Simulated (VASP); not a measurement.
# GaN (R-3m) in VASP: settings compared

GaN is run at these levels: PBE, r2SCAN; tasks: single point.

Program: VASP 6.6.1. These are calculated values, not measurements. Logs are shortened: lines on timing, memory, paths and dates and some standing lists are left out, and cuts for length are marked.

**1. The cell of the first run**

It takes space group R-3m (No. 166, trigonal). Conventional cell: a = 3.042 Å, b = 3.042 Å, c = 7.260 Å, α = 90.00°, β = 90.00°, γ = 120.00°. Within 2.8 Å of Ga (site symmetry -3m) lie 6 N at 2.13 Å. N (site symmetry -3m) has 6 Ga at 2.13 Å within 2.8 Å.

**2. Single point, PBE (epitaxial 111 strain +2.0%)**

Contents of INCAR:

```
ALGO = Normal
EDIFF = 1E-6
ENCUT = 520
GGA = PE
ISIF = 2
ISMEAR = -1
LASPH = T
LCHARG = F
LREAL = F
LWAVE = F
NBANDS = 16
NELM = 80
PREC = Accurate
SIGMA = 0.02
```

Contents of KPOINTS:

```
k-points
0
Gamma
  10 10 10
```

Contents of POSCAR:

```
GaN
1.0
   -0.0365827252      2.1141028138      2.1141028138
    2.1141028138     -0.0365827252      2.1141028138
    2.1141028138      2.1141028138     -0.0365827252
Ga N
1 1
Direct
    0.0000000000      0.0000000000      0.0000000000
    0.5000000000      0.5000000000      0.5000000000
```

Potentials or basis: VASP PAW PBE potentials, release 64 (Ga_d, N).

Launch:

```console
> cat potpaw_PBE.64/Ga_d/POTCAR potpaw_PBE.64/N/POTCAR > POTCAR
> mpirun -np 1 vasp_std > vasp.out
```

OUTCAR:

```text
EDIFF = 1E-6
   ENCUT = 520
   GGA = PE
   ISIF = 2
   ISMEAR = -1
   LASPH = T
   LREAL = F
   NELM = 80
   PREC = Accurate

 ion  position               nearest neighbor table
   1  0.000  0.000  0.000-   2 2.13   2 2.13   2 2.13   2 2.13   2 2.13   2 2.13
   2  0.500  0.500  0.500-   1 2.13   1 2.13   1 2.13   1 2.13   1 2.13   1 2.13

  LATTYP: Found a trigonal (rhomboedric) cell.
 ALAT       =     2.9900166739
 COS(alpha) =     0.4826236060

  Lattice vectors:

 A1 = (  -0.0365827252,   2.1141028138,   2.1141028138)
 A2 = (   2.1141028138,  -0.0365827252,   2.1141028138)
 A3 = (   2.1141028138,   2.1141028138,  -0.0365827252)

Analysis of symmetry for initial positions (statically):
=====================================================================
 Subroutine PRICEL returns:
 Original cell was already a primitive cell.

 Routine SETGRP: Setting up the symmetry group for a
 trigonal (rhombohedral) supercell.

 Subroutine GETGRP returns: Found 12 space group operations
 (whereof 12 operations were pure point group operations)
 out of a pool of 12 trial point group operations.

The static configuration has the point symmetry D_3d.

Analysis of symmetry for dynamics (positions and initial velocities):
=====================================================================
 Subroutine PRICEL returns:
 Original cell was already a primitive cell.

 Routine SETGRP: Setting up the symmetry group for a
 trigonal (rhombohedral) supercell.

 Subroutine GETGRP returns: Found 12 space group operations
 (whereof 12 operations were pure point group operations)
 out of a pool of 12 trial point group operations.

The dynamic configuration has the point symmetry D_3d.

 Subroutine INISYM returns: Found 12 space group operations
 (whereof 12 operations are pure point group operations),
 and found     1 'primitive' translations

----------------------------------------------------------------------------------------

                                     Primitive cell

  volume of cell :      19.3881

  direct lattice vectors                    reciprocal lattice vectors
    -0.036582725  2.114102814  2.114102814    -0.230454988  0.234513034  0.234513034
[... 80 lines left out ...]
   ISPIN  =      1    spin polarized calculation?
   LNONCOLLINEAR =      F non collinear calculations
   LSORBIT =      F    spin-orbit coupling
   LASPH  =      T    aspherical Exc in radial PAW
   ENCUT  =  520.0 eV  38.22 Ry    6.18 a.u.   5.56  5.56  5.56*2*pi/ulx,y,z
   NELM   =     80;   NELMIN=  2; NELMDL= -5     # of ELM steps
   EDIFF  = 0.1E-05   stopping-criterion for ELM
   LREAL  =      F    real-space projection
   EDIFFG = 0.1E-04   stopping-criterion for IOM
   NSW    =      0    number of steps for IOM
   IBRION =     -1    ionic relax: 0-MD 1-quasi-New 2-CG
   NFREE  =      0    steps in history (QN), initial steepest desc. (CG)
   ISIF   =      2    stress and relaxation
   ISYM   =      2    0-nonsym 1-usesym 2-fastsym
   POTIM  = 0.5000    time-step for ionic-motion
   TEBEG  =    0.0;   TEEND  =   0.0 temperature during run
   PSTRESS=    0.0 pullay stress
   NELECT =      18.0000    total number of electrons
   NUPDOWN=      -1.0000    fix difference up-down
   EMIN   =  10.00;   EMAX   =-10.00  energy-range for DOS
   EFERMI =   0.00;   METHOD = LEGACY
   ISMEAR =    -1;   SIGMA  =   0.02  broadening in eV -4-tet -1-fermi 0-gaus
   EFERMI_NEDOS =   21; number of points for ismear=-14 and -15
   IALGO  =     38    algorithm
   IMIX   =      4    mixing-type and parameters
     AMIX     =   0.40;   BMIX     =  1.00
     AMIX_MAG =   1.60;   BMIX_MAG =  1.00
  volume/ion in A,a.u.               =       9.69        65.42
  Fermi-wavevector in a.u.,A,eV,Ry     =   1.597057  3.017999 34.702883  2.550590
  Thomas-Fermi vector in A             =   2.694723
   LORBIT       =      0    0 simple, 1 ext, 2 COOP (PROOUT), +10 PAW based schemes
   GGA     = PE    functional components
   LHFCALC =     F    Hartree Fock is set to
   AEXX    =    0.0000 exact exchange contribution
   IVDW    =     0    specifies the selected vdW correction
   LEPSILON=     F    determine dielectric tensor
   LRPA    =     F    only Hartree local field effects (RPA)
 non-spin polarized calculation
  energy-cutoff  :      520.00
  volume of cell :       19.39
 maximum number of plane-waves:       537
 NGX is ok and might be reduce to    24
   NGX = 11   NGY = 11   NGZ = 11

 number of electron      18.0000003 magnetization

 Free energy of the ion-electron system (eV)
  ---------------------------------------------------
  ext. energy  EPLUGINS =         0.00000000
  ---------------------------------------------------
  free energy    TOTEN  =       -11.19514151 eV

  energy without entropy =      -11.19514101  energy(sigma->0) =      -11.19514126

 E-fermi :   7.8142     XC(G=0): -12.9286

 val. band max:        7.6115928156   @ k =  -0.2000   0.2000   0.0000
 cond. band min:       7.9846935415   @ k =   0.5000   0.5000  -0.0000
 fundamental gap:      0.3731007258
 Fermi energy:         7.8142491397

 k-point     1 :       0.0000    0.0000    0.0000
  band No.  band energies     occupation
      1      -9.4690      2.00000
      2      -6.4421      2.00000
      3      -6.4421      2.00000
      4      -6.4301      2.00000
      5      -6.3444      2.00000
      6      -6.3444      2.00000
[... 433 lines left out ...]
      3      -6.3096      2.00000
      4      -6.2611      2.00000
      5      -6.2211      2.00000
      6      -5.1505      2.00000
[... 8 lines left out ...]
     15      32.0210      0.00000
     16      33.2160      0.00000

 [... further k-points ...]

------------------------ aborting loop because EDIFF is reached ----------------------------------------

  FORCE on cell =-STRESS in cart. coord.  units (eV):
  Direction    XX          YY          ZZ          XY          YZ          ZX
  --------------------------------------------------------------------------------------
  -------------------------------------------------------------------------------------
  Total        0.1632283      0.1632283      0.1632283      0.4174688      0.4174688      0.4174688
  in kB       13.4886943     13.4886943     13.4886943     34.4983708     34.4983708     34.4983708
  external PRESSURE =      13.4886943 kB  Pullay stress =       0.0000000 kB

 VOLUME and BASIS-vectors are now :
 -----------------------------------------------------------------------------
  energy-cutoff  :      520.00
  volume of cell :       19.39
      direct lattice vectors                 reciprocal lattice vectors
    -0.036582725  2.114102814  2.114102814    -0.230454988  0.234513034  0.234513034
     2.114102814 -0.036582725  2.114102814     0.234513034 -0.230454988  0.234513034
     2.114102814  2.114102814 -0.036582725     0.234513034  0.234513034 -0.230454988

 POSITION                                       TOTAL-FORCE (eV/Angst)
 -----------------------------------------------------------------------------------
      0.00000      0.00000      0.00000        -0.000000      0.000000      0.000000
      2.09581      2.09581      2.09581         0.000000      0.000000     -0.000000
 -----------------------------------------------------------------------------------
    total drift:                                0.000000     -0.000000     -0.000000

  FREE ENERGIE OF THE ION-ELECTRON SYSTEM (eV)
  ---------------------------------------------------
  free  energy   TOTEN  =       -11.1951415118 eV

  energy  without entropy=      -11.1951410053  energy(sigma->0) =      -11.19514126
```

Run time: 38 s. Hardware: 1 thread of Intel Xeon 8259CL, shared host; peak memory 0.16 GiB.

Results:

```yaml
Free_energy: -11.1951 eV
Pressure: 1.3 GPa
Band_gap_on_the_k_mesh: 0.37 eV (least direct gap 2.19 eV)
```

Caveat: the cell differs from its parent crystal (epitaxial 111 strain +2.0%).

**3. Single point, PBE (epitaxial 111 strain +3.0%)**

Contents of INCAR:

```
SYSTEM = GaN
PREC = Accurate
ENCUT = 520
EDIFF = 1E-7
ISMEAR = -1
SIGMA = 0.02
LREAL = .False.
LASPH = .True.
NELM = 60
ALGO = Normal
ISIF = 2
LWAVE = .False.
LCHARG = .False.
GGA = PE
NBANDS = 16
```

Contents of KPOINTS:

```
Automatic mesh
0
Gamma
  10 10 10
  0 0 0
```

Contents of POSCAR:

```
GaN
1.0
   -0.0546884531      2.1170822382      2.1170822382
    2.1170822382     -0.0546884531      2.1170822382
    2.1170822382      2.1170822382     -0.0546884531
Ga N
1 1
Direct
    0.0000000000      0.0000000000      0.0000000000
    0.5000000000      0.5000000000      0.5000000000
```

Potentials or basis: VASP PAW PBE potentials, release 64 (Ga_d, N).

Launch:

```console
> cat potpaw_PBE.64/Ga_d/POTCAR potpaw_PBE.64/N/POTCAR > POTCAR
> mpirun -np 1 vasp_std > vasp.out
```

It took 38 s on 1 thread of Intel Xeon 8259CL, shared host; peak memory 0.16 GiB.

Results (log left out):

```yaml
Free_energy: -11.1816 eV
Pressure: -2.0 GPa
Band_gap_on_the_k_mesh: 0.23 eV (least direct gap 1.88 eV)
```

Stress tensor (GPa, compression positive):
```
-2.04  4.95  4.95
 4.95 -2.04  4.95
 4.95  4.95 -2.04
```

Levels at points of the mesh, in eV from the valence-band top:
```tsv
k point	band 5	band 6	band 7	band 8	band 9	band 10	band 11	band 12	band 13	band 14
(0.00, 0.00, 0.00)	-14.00	-14.00	-0.69	-0.69	-0.24	1.64	14.02	14.02	14.99	15.07
(0.50, 0.00, 0.00)	-13.90	-13.89	-8.20	-0.28	-0.09	4.54	8.73	8.78	9.18	15.99
(0.50, 0.50, 0.00)	-13.84	-11.16	-6.86	-3.19	-2.71	0.23	7.74	11.33	13.75	14.04
(0.50, 0.50, 0.50)	-13.88	-13.84	-7.78	-0.42	-0.42	4.00	8.26	8.26	8.78	15.60
```

Caveat: the cell differs from its parent crystal (epitaxial 111 strain +3.0%). A k mesh can miss the band edges.

**4. Single point, PBE (epitaxial 111 strain +4.0%)**

Contents of INCAR:

```
SYSTEM = GaN
PREC     = Accurate       ! precision mode
ENCUT    = 520            ! plane-wave cutoff, eV
EDIFF    = 1E-6           ! SCF threshold, eV
ISMEAR   = -1             ! smearing method
SIGMA    = 0.02           ! smearing width, eV
LREAL    = .False.        ! projectors in reciprocal space
LASPH    = .True.         ! aspherical terms in the spheres
NELM     = 80             ! most SCF steps
ALGO     = Normal         ! electronic algorithm
ISIF     = 2              ! what is computed and relaxed
LWAVE    = .False.        ! write WAVECAR
LCHARG   = .True.         ! write CHGCAR
GGA      = PE             ! functional
LELF     = .True.         ! ELF
LVHAR    = .True.       
NBANDS   = 16             ! bands
```

KPOINTS is that of step 3.

Contents of POSCAR:

```
GaN
1.0
   -0.0727059848      2.1201498589      2.1201498589
    2.1201498589     -0.0727059848      2.1201498589
    2.1201498589      2.1201498589     -0.0727059848
Ga N
1 1
Direct
    0.0000000000      0.0000000000      0.0000000000
    0.5000000000      0.5000000000      0.5000000000
```

Launch:

```console
> cat potpaw_PBE.64/Ga_d/POTCAR potpaw_PBE.64/N/POTCAR > POTCAR
> mpirun -np 1 vasp_std > vasp.out
```

Wall time 44 s (1 thread of Intel Xeon 8259CL, shared host); peak memory 0.16 GiB.

The run converged. Its results:

```
Free energy            : -11.1570 eV
Pressure               : -5.0 GPa
Band gap on the k mesh : 0.08 eV (least direct gap 1.57 eV)
```

Stress tensor (GPa, compression positive):
```
-5.02  6.28  6.28
 6.28 -5.02  6.28
 6.28  6.28 -5.02
```

Levels at points of the mesh, in eV from the valence-band top:
```tsv
k point	band 6	band 7	band 8	band 9	band 10	band 11	band 12	band 13
(0.00, 0.00, 0.00)	-14.05	-0.75	-0.75	-0.17	1.40	13.78	13.78	14.67
(0.50, 0.00, 0.00)	-13.95	-8.18	-0.32	-0.08	4.45	8.46	8.65	9.20
(0.50, 0.50, 0.00)	-11.23	-6.77	-3.23	-2.61	0.08	7.71	11.07	13.46
(0.50, 0.50, 0.50)	-13.74	-7.63	-0.50	-0.50	3.76	7.97	7.97	8.51
```

Caveat: the cell differs from its parent crystal (epitaxial 111 strain +4.0%); the cell stands under tension. A k mesh can miss the band edges.

(Part 1 of 3 ends here.)
